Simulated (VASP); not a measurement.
Wanted: the native input for a VASP 6.6.1 run.

| Item | Value |
| --- | --- |
| Task | relaxation of cell and atoms |
| Functional | LDA |
| Potentials or basis | VASP PAW LDA potentials, release 64 (Ga_d, Sb) |
| Cutoff | 600 eV |
| k mesh | 8 × 8 × 8 |
| Occupations | gaussian, width 0.01 eV |
| Spin | no spin polarisation |
| Dipole correction | no |
| Further INCAR settings | ALGO = Normal; EDIFF = 1e-07; IBRION = 2; EDIFFG = -0.002; NSW = 100; ISIF = 3 |

The structure of GaSb (qlda) lies in POSCAR:

```
GaSb
1.0
    0.0000000000      3.0244335307      3.0244335307
    3.0244335307      0.0000000000      3.0244335307
    3.0244335307      3.0244335307      0.0000000000
Ga Sb
1 1
Direct
    0.0000000000      0.0000000000      0.0000000000
    0.2500000000      0.2500000000      0.2500000000
```

These files were run (other wordings do the same):

INCAR

```
SYSTEM = GaSb
PREC = Accurate
ENCUT = 600
EDIFF = 1E-7
ISMEAR = 0
SIGMA = 0.01
LREAL = .False.
LASPH = .True.
NELM = 100
ALGO = Normal
ISIF = 3
LWAVE = .False.
LCHARG = .False.
IBRION = 2
NSW = 100
EDIFFG = -0.002
```

KPOINTS

```
regular mesh
0
Gamma
  8 8 8
  0 0 0
```

Potentials or basis: VASP PAW LDA potentials, release 64 (Ga_d, Sb).

Command:

```sh
$ cat potpaw_LDA.64/Ga_d/POTCAR potpaw_LDA.64/Sb/POTCAR > POTCAR
$ mpirun -np 1 vasp_std > vasp.out
```

Results of the run:

- Relaxed volume: 27.74 Å³/atom
- Relaxed cell: a = 4.281 Å, b = 4.281 Å, c = 4.281 Å, α = 60.00°, β = 60.00°, γ = 60.00°
- Space group after relaxing (to 0.05 Å): F-43m (No. 216)
- Energy gained by relaxing: 0.0 meV/atom
- Ionic steps: 3
- Pressure after relaxing: 0.0 GPa
- Band gap on the k mesh: 0.10 eV, direct

Caveat: spin-orbit coupling is left out, which moves the levels of the heavy elements.

It took 39 s on 1 thread of AMD EPYC 9R45 96-Core Processor (Zen 5) (shared host), peak memory 0.15 GiB.
